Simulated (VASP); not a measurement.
B3N, 4 atoms in the cell. It takes space group P-4m2 (No. 115, tetragonal). Conventional cell: a = 2.463 Å, b = 2.463 Å, c = 4.446 Å, α = 90.00°, β = 90.00°, γ = 90.00°. Within 2.0 Å of B (site symmetry 2mm) lie 2 N at 1.53 Å and 2 B at 1.80 Å. B (site symmetry -4m2) has 4 B at 1.80 Å within 2.4 Å. N (site symmetry -4m2) has 4 B at 1.53 Å within 2.0 Å. 

```yaml
Program: VASP 6.6.1
Task: single point
Functional: PBE
Potentials_or_basis: VASP PAW PBE potentials, release 64 (B, N)
Cutoff: 520 eV
k_mesh: 14 × 14 × 8
Occupations: gaussian, width 0.1 eV
Spin: no spin polarisation
Dipole_correction: no
Further_INCAR_settings: ALGO = Normal; EDIFF = 1e-07; NBANDS = 15
```

Potentials or basis: VASP PAW PBE potentials, release 64 (B, N).

The run is started by

```console
$ cat potpaw_PBE.64/B/POTCAR potpaw_PBE.64/N/POTCAR > POTCAR
$ mpirun -np 1 vasp_std > vasp.out
```

Hardware: 1 thread of Intel(R) Xeon(R) 6975P-C (Granite Rapids), with other jobs on the host.

Problem. Estimate the wall time of this run.

Solution. Run time: 27 s on 1 thread of Intel(R) Xeon(R) 6975P-C (Granite Rapids), with other jobs on the host, peak memory 0.18 GiB. Counts: scf iterations 14, k points 180.
